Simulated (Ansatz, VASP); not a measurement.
**One calculation of Cs, two programs**

File INCAR:

```
SYSTEM = Cs
ALGO = Fast
EDIFF = 1E-6
ENCUT = 520
GGA = PE
ISIF = 2
ISMEAR = 0
LASPH = .TRUE.
LCHARG = .FALSE.
LREAL = .FALSE.
LWAVE = .FALSE.
NBANDS = 10
NELM = 100
PREC = Accurate
SIGMA = 0.1
```

The input KPOINTS:

```
k-points
0
G
  10 10 10
  0 0 0
```

File POSCAR:

```
Cs
1.0
   -3.0794321676      3.0794321676      3.0794321676
    3.0794321676     -3.0794321676      3.0794321676
    3.0794321676      3.0794321676     -3.0794321676
Cs
1
Direct
    0.0000000000      0.0000000000      0.0000000000
```

Input for Ansatz:

```yaml
crystal:
  lattice:
    - [-3.0794321676, 3.0794321676, 3.0794321676]
    - [3.0794321676, -3.0794321676, 3.0794321676]
    - [3.0794321676, 3.0794321676, -3.0794321676]
  atoms:
    - { symbol: Cs, position: [0.0, 0.0, 0.0] }
basis:
  ecutwfc: 420
kpoints:
  mp_grid: { grid: [10, 10, 10] }
  band_path:
    path:
      - [[0.0, 0.0, 0.0], [0.5, -0.5, 0.5], [0.0, 0.0, 0.5], [0.0, 0.0, 0.0], [0.25, 0.25, 0.25], [0.5, -0.5, 0.5]]
      - [[0.25, 0.25, 0.25], [0.0, 0.0, 0.5]]
    npoints: 14
hamiltonian:
  xc: pbe
scf:
  occupations: { method: gaussian, width: 0.1 }
  n_extra_bands: 6
output:
  forces: true
  stress: true
  eigenvalues: true
  populations: true
  dos: { projected: true, de: 0.02, nscf_kmesh: { grid: [15, 15, 15] } }
  bader: true
  write_density: true
  write_potential: true
  elf: true
  volumetric_format: npy
```

Alike in both runs: task single point; functional PBE; k mesh 10 × 10 × 10; occupations gaussian, width 0.1 eV; no spin polarisation.

```csv
,VASP,Ansatz
version,VASP 6.6.1,Ansatz 0.2.0
potentials or method,"VASP PAW PBE potentials, release 64 (Cs_sv), cutoff 520 eV","scalar-relativistic, plane waves, PAW"
valence electrons in the cell,9,9
```

|  | VASP | Ansatz | Ansatz less VASP |
| --- | --- | --- | --- |
| gap on the k mesh at the Fermi level (eV) | none | none | - |
| pressure (GPa) | 0.0 | 0.0 | +0.01 |

A gap of «none» marks a metal or a gap that the smearing closes.

Spin-orbit coupling is off throughout.
